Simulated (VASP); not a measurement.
A run of VASP 6.6.1 is set up as follows.

Contents of INCAR:

```
SYSTEM = SnO
PREC = Accurate
ENCUT = 520
EDIFF = 1E-6
ISMEAR = 0
SIGMA = 0.15
LREAL = .FALSE.
LASPH = .TRUE.
NELM = 100
ALGO = Normal
ISIF = 2
LWAVE = .FALSE.
LCHARG = .FALSE.
GGA = PS
NBANDS = 50
```

KPOINTS

```
Automatic mesh
0
G
  10 10 4
  0 0 0
```

Contents of POSCAR:

```
SnO
1.0
   -2.6904553516      2.6904757566      0.0000000000
   -2.6904553516     -2.6904757566      0.0000000000
    0.0000000000      0.0000000000      9.4948200140
Sn O
4 4
Direct
    0.0008133085      0.9991866915      0.9998642567
    0.9991866915      0.0008133085      0.4998642567
    0.4991927167      0.5008072833      0.2571398372
    0.5008072833      0.4991927167      0.7571398372
    0.9992189162      0.5007783209      0.3784979530
    0.0007810838      0.4992216791      0.8784979530
    0.4992216791      0.0007810838      0.3784979530
    0.5007783209      0.9992189162      0.8784979530
```

Potentials or basis: VASP PAW PBE potentials, release 64 (Sn_d, O).

Run with:

```sh
$ cat potpaw_PBE.64/Sn_d/POTCAR potpaw_PBE.64/O/POTCAR > POTCAR
$ mpirun -np 1 vasp_std > vasp.out
```

Q: Estimate the pressure.

A: 0.2 GPa.

Q: Estimate the band gap on the k mesh.

A: Zero (bands 40 and 41 overlap by 0.10 eV).

Q: What does it give for the largest force?

A: 0.089 eV/Å.

Forces on the atoms (eV/Å):
```
Sn   0.000 -0.003  0.089
Sn   0.000  0.003  0.089
Sn   0.000  0.003 -0.089
Sn   0.000 -0.003 -0.089
O    0.000  0.002  0.000
O    0.000 -0.002  0.000
O    0.000  0.002  0.000
O    0.000 -0.002  0.000
```

Caveat: semilocal functionals underestimate gaps, and a narrow one can read as zero; the PAW data sets were made with another functional, which shifts forces and pressure a little; spin-orbit coupling is left out, which moves the levels of the heavy elements.
